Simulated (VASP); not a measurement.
# Ta (I4/mmm) in VASP: a series of runs

Ta is run at these levels: r2SCAN; tasks: single point.

Program: VASP 6.6.1. These are calculated values, not measurements. Logs are shortened: lines on timing, memory, paths and dates and some standing lists are left out, and cuts for length are marked.

## 1. The cell of the first run

The structure is tetragonal, space group I4/mmm (No. 139). The conventional cell has a = 3.255 Å, b = 3.255 Å, c = 3.503 Å, α = 90.00°, β = 90.00°, γ = 90.00°. Within 3.8 Å of Ta (site symmetry 4/mmm) lie 14 Ta at 2.89 to 3.50 Å.

## 2. Single point, r2SCAN (uniaxial strain along a: +6.0 %)

POSCAR

```
Ta
1.0
    3.5029446099      0.0000000000      0.0000000000
    0.0000000000      3.2550947555      0.0000000000
    0.0000000000      0.0000000000      3.2550947555
Ta
2
Direct
    0.0000000000      0.0000000000      0.0000000000
    0.5000000000      0.5000000000      0.5000000000
```

INCAR.step1

```
SYSTEM = Ta
PREC     = Accurate       ! precision mode
ENCUT    = 520            ! plane-wave cutoff, eV
ISMEAR   = 0              ! smearing method
SIGMA    = 0.1            ! smearing width, eV
LREAL    = .False.        ! projectors in reciprocal space
LASPH    = .True.         ! aspherical terms in the spheres
NELM     = 100            ! most SCF steps
NBANDS   = 18             ! bands
GGA      = PE             ! functional
ALGO     = Normal         ! electronic algorithm
EDIFF    = 1E-4           ! SCF threshold, eV
LWAVE    = .True.         ! write WAVECAR
LCHARG   = .False.        ! write CHGCAR
```

INCAR.step2

```
SYSTEM = Ta
PREC     = Accurate       ! precision mode
ENCUT    = 520            ! plane-wave cutoff, eV
EDIFF    = 1E-6           ! SCF threshold, eV
ISMEAR   = 0              ! smearing method
SIGMA    = 0.1            ! smearing width, eV
LREAL    = .False.        ! projectors in reciprocal space
LASPH    = .True.         ! aspherical terms in the spheres
NELM     = 100            ! most SCF steps
ALGO     = Normal         ! electronic algorithm
ISIF     = 2              ! what is computed and relaxed
LWAVE    = .False.        ! write WAVECAR
LCHARG   = .True.         ! write CHGCAR
METAGGA  = R2SCAN         ! meta-GGA
LMIXTAU  = .True.       
LELF     = .True.         ! ELF
LVHAR    = .True.       
NBANDS   = 18             ! bands
ISTART   = 1
```

KPOINTS

```
regular mesh
0
Gamma
  16 16 16
  0 0 0
```

Potentials or basis: VASP PAW PBE potentials, release 64 (Ta_pv).

Run with:

```bash
> cat potpaw_PBE.64/Ta_pv/POTCAR > POTCAR
> cp INCAR.step1 INCAR
> mpirun -np 1 vasp_std > vasp.out
> cp INCAR.step2 INCAR
> mpirun -np 1 vasp_std > vasp.out
```

OUTCAR:

```text
SYSTEM = Ta
   PREC = Accurate
   ENCUT = 520
   EDIFF = 1E-6
   ISMEAR = 0
   LREAL = .False.
   LASPH = .True.
   NELM = 100
   ISIF = 2
   METAGGA = R2SCAN
   ISTART = 1

 ion  position               nearest neighbor table
   1  0.000  0.000  0.000-   2 2.89   2 2.89   2 2.89   2 2.89   2 2.89   2 2.89   2 2.89   2 2.89

   2  0.500  0.500  0.500-   1 2.89   1 2.89   1 2.89   1 2.89   1 2.89   1 2.89   1 2.89   1 2.89

  LATTYP: Found a simple tetragonal cell.
 ALAT       =     3.2550947555
 C/A-ratio  =     1.0761421320

  Lattice vectors:

 A1 = (   0.0000000000,   3.2550947555,   0.0000000000)
 A2 = (   0.0000000000,   0.0000000000,   3.2550947555)
 A3 = (   3.5029446099,   0.0000000000,   0.0000000000)

Analysis of symmetry for initial positions (statically):
=====================================================================
 Subroutine PRICEL returns following result:

  LATTYP: Found a body centered tetragonal cell.
 ALAT       =     3.2550947555
 C/A-ratio  =     1.0761421320

  Lattice vectors:

 A1 = (  -1.7514723050,   1.6275473778,   1.6275473778)
 A2 = (  -1.7514723050,  -1.6275473778,  -1.6275473778)
 A3 = (   1.7514723050,  -1.6275473778,   1.6275473778)

   2 primitive cells build up your supercell.

 Routine SETGRP: Setting up the symmetry group for a
 simple tetragonal supercell.

 Subroutine GETGRP returns: Found 16 space group operations
 (whereof 16 operations were pure point group operations)
 out of a pool of 16 trial point group operations.

The static configuration has the point symmetry D_4h.

Analysis of symmetry for dynamics (positions and initial velocities):
=====================================================================
 Subroutine PRICEL returns following result:

  LATTYP: Found a body centered tetragonal cell.
 ALAT       =     3.2550947555
 C/A-ratio  =     1.0761421320

  Lattice vectors:

 A1 = (  -1.7514723050,   1.6275473778,   1.6275473778)
 A2 = (  -1.7514723050,  -1.6275473778,  -1.6275473778)
 A3 = (   1.7514723050,  -1.6275473778,   1.6275473778)

   2 primitive cells build up your supercell.

 Routine SETGRP: Setting up the symmetry group for a
 simple tetragonal supercell.

 Subroutine GETGRP returns: Found 16 space group operations
 (whereof 16 operations were pure point group operations)
 out of a pool of 16 trial point group operations.

The dynamic configuration has the point symmetry D_4h.

 Subroutine INISYM returns: Found 16 space group operations
 (whereof 16 operations are pure point group operations),
 and found     2 'primitive' translations

----------------------------------------------------------------------------------------

                                     Primitive cell

  volume of cell :      18.5580

  direct lattice vectors                    reciprocal lattice vectors
    -1.751472305  1.627547378  1.627547378    -0.285474111  0.000000000  0.307210719
    -1.751472305 -1.627547378 -1.627547378    -0.285474111 -0.307210719  0.000000000
     1.751472305 -1.627547378  1.627547378     0.000000000 -0.307210719  0.307210719

  length of vectors
     2.892313290  2.892313290  2.892313290     0.419373216  0.419373216  0.434461565

  position of ions in fractional coordinates (direct lattice)
     0.000000000  0.000000000  0.000000000

  ion indices of the primitive-cell ions
   primitive index   ion index
                 1           1

----------------------------------------------------------------------------------------

 KPOINTS: regular mesh

Automatic generation of k-mesh.
 Grid dimensions read from file:
 generate k-points for:   16   16   16

 Generating k-lattice:

  Cartesian coordinates                     Fractional coordinates (reciprocal lattice)
     0.017842132  0.000000000  0.000000000     0.062500000  0.000000000  0.000000000
     0.000000000  0.019200670  0.000000000     0.000000000  0.062500000  0.000000000
     0.000000000  0.000000000  0.019200670     0.000000000  0.000000000  0.062500000

  Length of vectors
     0.017842132  0.019200670  0.019200670

  Shift w.r.t. Gamma in fractional coordinates (k-lattice)
     0.000000000  0.000000000  0.000000000

 Subroutine IBZKPT returns following result:
 ===========================================

 Found    405 irreducible k-points:

 Following reciprocal coordinates:
            Coordinates               Weight
  0.000000  0.000000  0.000000      1.000000
  0.062500  0.000000  0.000000      2.000000
  0.125000  0.000000  0.000000      2.000000
  0.187500  0.000000  0.000000      2.000000
  0.250000  0.000000  0.000000      2.000000
  0.312500  0.000000  0.000000      2.000000
[... 16 lines left out ...]
  0.250000  0.125000  0.000000      8.000000
  0.312500  0.125000  0.000000      8.000000
 [... further k-points ...]
   k-points           NKPTS =    405   k-points in BZ     NKDIM =    405   number of bands    NBANDS=     18
   number of dos      NEDOS =    301   number of ions     NIONS =      2
   total plane-waves  NPLWV =  16128
   dimension x,y,z NGX =    28 NGY =   24 NGZ =   24
   dimension x,y,z NGXF=    56 NGYF=   48 NGZF=   48
   ions per type =               2
   NGX,Y,Z   is equivalent  to a cutoff of  13.29, 12.26, 12.26 a.u.
   NGXF,Y,Z  is equivalent  to a cutoff of  26.58, 24.51, 24.51 a.u.
 SYSTEM =  Ta
   PREC   = accura    normal or accurate (medium, high low for compatibility)
   ISTART =      1    job   : 0-new  1-cont  2-samecut
   ICHARG =      0    charge: 1-file 2-atom 10-const
   ISPIN  =      1    spin polarized calculation?
   LNONCOLLINEAR =      F non collinear calculations
   LSORBIT =      F    spin-orbit coupling
   LASPH  =      T    aspherical Exc in radial PAW
   ENCUT  =  520.0 eV  38.22 Ry    6.18 a.u.   6.51  6.05  6.05*2*pi/ulx,y,z
   NELM   =    100;   NELMIN=  2; NELMDL=  0     # of ELM steps
   EDIFF  = 0.1E-05   stopping-criterion for ELM
   LREAL  =      F    real-space projection
   EDIFFG = 0.1E-04   stopping-criterion for IOM
   NSW    =      0    number of steps for IOM
   IBRION =     -1    ionic relax: 0-MD 1-quasi-New 2-CG
   NFREE  =      0    steps in history (QN), initial steepest desc. (CG)
   ISIF   =      2    stress and relaxation
   ISYM   =      2    0-nonsym 1-usesym 2-fastsym
   POTIM  = 0.5000    time-step for ionic-motion
   TEBEG  =    0.0;   TEEND  =   0.0 temperature during run
   PSTRESS=    0.0 pullay stress
   NELECT =      22.0000    total number of electrons
   NUPDOWN=      -1.0000    fix difference up-down
   EMIN   =  10.00;   EMAX   =-10.00  energy-range for DOS
   EFERMI =   0.00;   METHOD = LEGACY
   ISMEAR =     0;   SIGMA  =   0.10  broadening in eV -4-tet -1-fermi 0-gaus
   EFERMI_NEDOS =   21; number of points for ismear=-14 and -15
   IALGO  =     38    algorithm
   IMIX   =      4    mixing-type and parameters
     AMIX     =   0.40;   BMIX     =  1.00
     AMIX_MAG =   1.60;   BMIX_MAG =  1.00
  volume/ion in A,a.u.               =      18.56       125.24
  Fermi-wavevector in a.u.,A,eV,Ry     =   1.375188  2.598729 25.730566  1.891143
  Thomas-Fermi vector in A             =   2.500547
   LORBIT       =      0    0 simple, 1 ext, 2 COOP (PROOUT), +10 PAW based schemes
   METAGGA = R2SCAN    functional components
   LHFCALC =     F    Hartree Fock is set to
   AEXX    =    0.0000 exact exchange contribution
   IVDW    =     0    specifies the selected vdW correction
   LEPSILON=     F    determine dielectric tensor
   LRPA    =     F    only Hartree local field effects (RPA)
 non-spin polarized calculation
 Gauss-broadening in eV      SIGMA  =   0.10
  energy-cutoff  :      520.00
  volume of cell :       37.12
 maximum number of plane-waves:      1032
 NGX is ok and might be reduce to    28
   NGX = 13   NGY = 13   NGZ = 13

 number of electron      22.0000002 magnetization

 Free energy of the ion-electron system (eV)
  ---------------------------------------------------
  ext. energy  EPLUGINS =         0.00000000
  ---------------------------------------------------
  free energy    TOTEN  =       -97.11204364 eV

  energy without entropy =      -97.09889635  energy(sigma->0) =      -97.10547000

 E-fermi :   5.1097     XC(G=0): -13.5980

 val. band max:        5.1093284792   @ k =   0.1875   0.4375   0.0000
 cond. band min:       5.1147203910   @ k =   0.0000   0.4375   0.3125
 fundamental gap:      0.0053919118
 Fermi energy:         5.1096589295

 k-point     1 :       0.0000    0.0000    0.0000
  band No.  band energies     occupation
      1     -30.1484      2.00000
      2     -29.9751      2.00000
      3     -29.9751      2.00000
      4     -29.2675      2.00000
      5     -29.2587      2.00000
      6     -29.2587      2.00000
[... 10 lines left out ...]
     17      12.0506      0.00000
     18      12.5235      0.00000

 k-point     2 :       0.0625    0.0000    0.0000
  band No.  band energies     occupation
      1     -30.1450      2.00000
      2     -29.9682      2.00000
      3     -29.9682      2.00000
      4     -29.2817      2.00000
      5     -29.2655      2.00000
      6     -29.2655      2.00000
[... 10 lines left out ...]
     17      11.7320      0.00000
     18      12.2716      0.00000

 k-point     3 :       0.1250    0.0000    0.0000
  band No.  band energies     occupation
      1     -30.1343      2.00000
      2     -29.9478      2.00000
      3     -29.9478      2.00000
      4     -29.3227      2.00000
      5     -29.2858      2.00000
      6     -29.2858      2.00000
[... 10 lines left out ...]
     17      11.5176      0.00000
     18      11.6276      0.00000

 k-point     4 :       0.1875    0.0000    0.0000
  band No.  band energies     occupation
      1     -30.1151      2.00000
      2     -29.9146      2.00000
      3     -29.9146      2.00000
      4     -29.3871      2.00000
      5     -29.3188      2.00000
      6     -29.3188      2.00000
[... 375 lines left out ...]
      4     -29.5245      2.00000
      5     -29.3386      2.00000
      6     -29.2680      2.00000
[... 10 lines left out ...]
     17      11.9829      0.00000
     18      12.5676      0.00000

 k-point    23 :       0.2500    0.1250    0.0000
  band No.  band energies     occupation
      1     -30.1448      2.00000
      2     -29.8478      2.00000
      3     -29.8010      2.00000
      4     -29.6187      2.00000
      5     -29.3793      2.00000
      6     -29.2903      2.00000
[... 10 lines left out ...]
     17      11.6382      0.00000
     18      11.7023      0.00000

 k-point    24 :       0.3125    0.1250    0.0000
  band No.  band energies     occupation
      1     -30.1285      2.00000
      2     -29.7972      2.00000
      3     -29.7299      2.00000
      4     -29.7169      2.00000
      5     -29.4290      2.00000
      6     -29.3282      2.00000
[... 10 lines left out ...]
     17      10.7678      0.00000
     18      11.2803      0.00000

 [... further k-points ...]
[... 5 lines left out ...]
  --------------------------------------------------------------------------------------
  -------------------------------------------------------------------------------------
  Total       -2.0712437     -0.4435526     -0.4435526     -0.0000000      0.0000000      0.0000000
  in kB      -89.4090017    -19.1467567    -19.1467567     -0.0000000      0.0000000      0.0000000
  external PRESSURE =     -42.5675051 kB  Pullay stress =       0.0000000 kB

 VOLUME and BASIS-vectors are now :
 -----------------------------------------------------------------------------
  energy-cutoff  :      520.00
  volume of cell :       37.12
      direct lattice vectors                 reciprocal lattice vectors
     3.502944610  0.000000000  0.000000000     0.285474111  0.000000000  0.000000000
     0.000000000  3.255094756  0.000000000     0.000000000  0.307210719  0.000000000
     0.000000000  0.000000000  3.255094756     0.000000000  0.000000000  0.307210719

 POSITION                                       TOTAL-FORCE (eV/Angst)
 -----------------------------------------------------------------------------------
      0.00000      0.00000      0.00000         0.000000      0.000000     -0.000000
      1.75147      1.62755      1.62755         0.000000     -0.000000      0.000000
 -----------------------------------------------------------------------------------
    total drift:                                0.000000      0.000000      0.000000

  FREE ENERGIE OF THE ION-ELECTRON SYSTEM (eV)
  ---------------------------------------------------
  free  energy   TOTEN  =       -97.1120436384 eV

  energy  without entropy=      -97.0988963524  energy(sigma->0) =      -97.10547000
```

It took 3.6 min on 1 thread of Intel Xeon 6975P-C (Granite Rapids), shared host; peak memory 0.32 GiB.

What came out:

| Quantity | Value |
| --- | --- |
| Free energy | -97.1120 eV |
| Pressure | -4.3 GPa |
| Band gap on the k mesh | zero (bands 11 and 12 overlap by 2.93 eV) |

Caveat: the cell differs from its parent crystal (uniaxial strain along a: +6.0 %); the stress differs along the axes, from -9 to -2 GPa; the PAW data sets were made with another functional, which shifts forces and pressure a little; spin-orbit coupling is left out, which moves the levels of the heavy elements.

## 3. Single point, r2SCAN (biaxial strain in the a-b plane: -6.0 %)

POSCAR

```
Ta
1.0
    3.1063848428      0.0000000000      0.0000000000
    0.0000000000      3.1063848428      0.0000000000
    0.0000000000      0.0000000000      3.4236326565
Ta
2
Direct
    0.0000000000      0.0000000000      0.0000000000
    0.5000000000      0.5000000000      0.5000000000
```

INCAR.step1

```
PREC = Accurate ; ENCUT = 520
ISMEAR = 0 ; SIGMA = 0.1
LREAL = F ; LASPH = T
NELM = 60 ; NBANDS = 18
GGA = PE ; ALGO = Normal
EDIFF = 1E-4 ; LWAVE = T
LCHARG = F
```

INCAR.step2

```
PREC = Accurate ; ENCUT = 520
EDIFF = 1E-6 ; ISMEAR = 0
SIGMA = 0.1 ; LREAL = F
LASPH = T ; NELM = 60
ALGO = Normal ; ISIF = 2
LWAVE = F ; LCHARG = F
METAGGA = R2SCAN ; LMIXTAU = T
NBANDS = 18 ; ISTART = 1
```

KPOINTS

```
Automatic mesh
0
Gamma
  16 16 16
```

Potentials or basis: VASP PAW PBE potentials, release 64 (Ta_pv).

Run with:

```bash
> cat potpaw_PBE.64/Ta_pv/POTCAR > POTCAR
> cp INCAR.step1 INCAR
> mpirun -np 1 vasp_std > vasp.out
> cp INCAR.step2 INCAR
> mpirun -np 1 vasp_std > vasp.out
```

Wall time 11 min (1 thread of Intel Xeon 8259CL, shared host); peak memory 0.31 GiB.

The run converged. Its results:

| Quantity | Value |
| --- | --- |
| Free energy | -96.8684 eV |
| Pressure | 23.1 GPa |
| Band gap on the k mesh | zero (bands 11 and 12 overlap by 3.76 eV) |

Stress tensor (GPa, compression positive):
```
27.57  0.00  0.00
 0.00 27.57  0.00
 0.00  0.00 14.27
```

Levels at points of the mesh, in eV from the Fermi level:
```csv
k point,band 7,band 8,band 9,band 10,band 11,band 12,band 13,band 14,band 15,band 16
"(0.00, 0.00, 0.00)",-8.69,-4.72,-4.38,0.44,0.44,1.82,3.55,5.41,7.59,7.98
"(0.50, 0.00, 0.00)",-3.76,-3.76,-1.13,-1.13,0.57,0.57,1.66,1.66,3.47,3.47
"(0.50, 0.50, 0.00)",-5.01,-5.01,-2.77,-2.77,2.49,2.49,5.80,5.80,6.36,6.36
"(0.00, 0.00, 0.50)",-4.45,-4.45,-1.51,-1.51,1.93,1.93,1.93,1.93,4.18,4.18
"(0.50, 0.00, 0.50)",-5.02,-5.02,-1.34,-1.34,1.67,1.67,3.42,3.42,5.96,5.96
"(0.50, 0.50, 0.50)",-1.89,-1.89,-1.23,-1.23,-1.23,-1.23,5.06,5.06,6.47,6.47
```

Caveat: the cell differs from its parent crystal (biaxial strain in the a-b plane: -6.0 %); the stress differs along the axes, from 14 to 28 GPa; the PAW data sets were made with another functional, which shifts forces and pressure a little; spin-orbit coupling is left out, which moves the levels of the heavy elements.

## 4. Single point, r2SCAN (biaxial strain in the a-b plane: -4.0 %)

POSCAR

```
Ta
1.0
    3.1724781373      0.0000000000      0.0000000000
    0.0000000000      3.1724781373      0.0000000000
    0.0000000000      0.0000000000      3.3839766798
Ta
2
Direct
    0.0000000000      0.0000000000      0.0000000000
    0.5000000000      0.5000000000      0.5000000000
```

INCAR.step1

```
SYSTEM = Ta
ALGO = Normal
EDIFF = 1E-4
ENCUT = 520
GGA = PE
ISMEAR = 0
LASPH = .True.
LCHARG = .False.
LREAL = .False.
LWAVE = .True.
NBANDS = 18
NELM = 60
PREC = Accurate
SIGMA = 0.1
```

INCAR.step2

```
SYSTEM = Ta
ALGO = Normal
EDIFF = 1E-6
ENCUT = 520
ISIF = 2
ISMEAR = 0
ISTART = 1
LASPH = .True.
LCHARG = .False.
LMIXTAU = .True.
LREAL = .False.
LWAVE = .False.
METAGGA = R2SCAN
NBANDS = 18
NELM = 60
PREC = Accurate
SIGMA = 0.1
```

KPOINTS

```
k-points
0
Gamma
  16 16 16
  0 0 0
```

Run with:

```bash
> cat potpaw_PBE.64/Ta_pv/POTCAR > POTCAR
> cp INCAR.step1 INCAR
> mpirun -np 1 vasp_std > vasp.out
> cp INCAR.step2 INCAR
> mpirun -np 1 vasp_std > vasp.out
```

Run time: 9.6 min. Hardware: 1 thread of Intel Xeon 8259CL, shared host; peak memory 0.32 GiB.

It converged, with:

- Free energy: -97.0357 eV
- Pressure: 14.4 GPa
- Band gap on the k mesh: zero (bands 11 and 12 overlap by 3.38 eV)

Stress tensor (GPa, compression positive):
```
17.18  0.00  0.00
 0.00 17.18  0.00
 0.00  0.00  8.88
```

Levels at points of the mesh, in eV from the Fermi level:
```tsv
k point	band 7	band 8	band 9	band 10	band 11	band 12	band 13	band 14	band 15	band 16
(0.00, 0.00, 0.00)	-8.55	-4.43	-4.22	0.57	0.57	1.47	3.85	5.08	7.42	7.67
(0.50, 0.00, 0.00)	-3.81	-3.81	-1.03	-1.03	0.84	0.84	1.57	1.57	3.43	3.43
(0.50, 0.50, 0.00)	-4.82	-4.82	-2.35	-2.35	2.12	2.12	5.25	5.25	5.97	5.97
(0.00, 0.00, 0.50)	-4.27	-4.27	-1.29	-1.29	1.74	1.74	1.74	1.74	3.90	3.90
(0.50, 0.00, 0.50)	-4.85	-4.85	-1.41	-1.41	1.59	1.59	3.77	3.77	5.65	5.65
(0.50, 0.50, 0.50)	-1.68	-1.68	-1.26	-1.26	-1.26	-1.26	5.26	5.26	6.10	6.10
```

Caveat: the cell differs from its parent crystal (biaxial strain in the a-b plane: -4.0 %); the stress differs along the axes, from 9 to 17 GPa; the PAW data sets were made with another functional, which shifts forces and pressure a little; spin-orbit coupling is left out, which moves the levels of the heavy elements.

[end of part 1 of 2]
